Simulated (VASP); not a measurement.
**BiOs: single point with PBEsol**

BiOs:

```
Os Bi
1.0
     0.00000    3.00503    3.00503
     3.00503    0.00000    3.00503
     3.00503    3.00503    0.00000
Os Bi
1 1
Direct
  0.00000 0.00000 0.00000
  0.25000 0.25000 0.25000
```

```
Program                : VASP 6.6.1
Task                   : single point
Functional             : PBEsol
Potentials or basis    : VASP PAW PBE potentials, release 64 (Os, Bi_d)
Cutoff                 : 520 eV
k mesh                 : 10 × 10 × 10
Occupations            : gaussian, width 0.05 eV
Spin                   : no spin polarisation
Dipole correction      : no
Further INCAR settings : ALGO = Normal; EDIFF = 1e-06; NBANDS = 18
```

The pressure is 2.4 GPa and the band gap on the k mesh is zero (an odd number of electrons rules out a gap without spin polarisation).

Levels at points of the mesh, in eV from the Fermi level:
```csv
k point,band 9,band 10,band 11,band 12,band 13,band 14
"(0.00, 0.00, 0.00)",-2.96,-0.66,-0.66,2.90,6.09,6.09
"(0.50, 0.00, 0.00)",-2.63,-0.56,-0.56,-0.48,3.32,3.32
"(0.50, 0.50, 0.00)",-1.70,-1.10,-0.54,-0.43,0.65,0.65
```

Wall time 61 s on 1 thread of Intel Xeon 8259CL (shared host), peak memory 0.18 GiB.

Caveat: the PAW data sets were made with another functional, which shifts forces and pressure a little; spin-orbit coupling is left out, which moves the levels of the heavy elements.
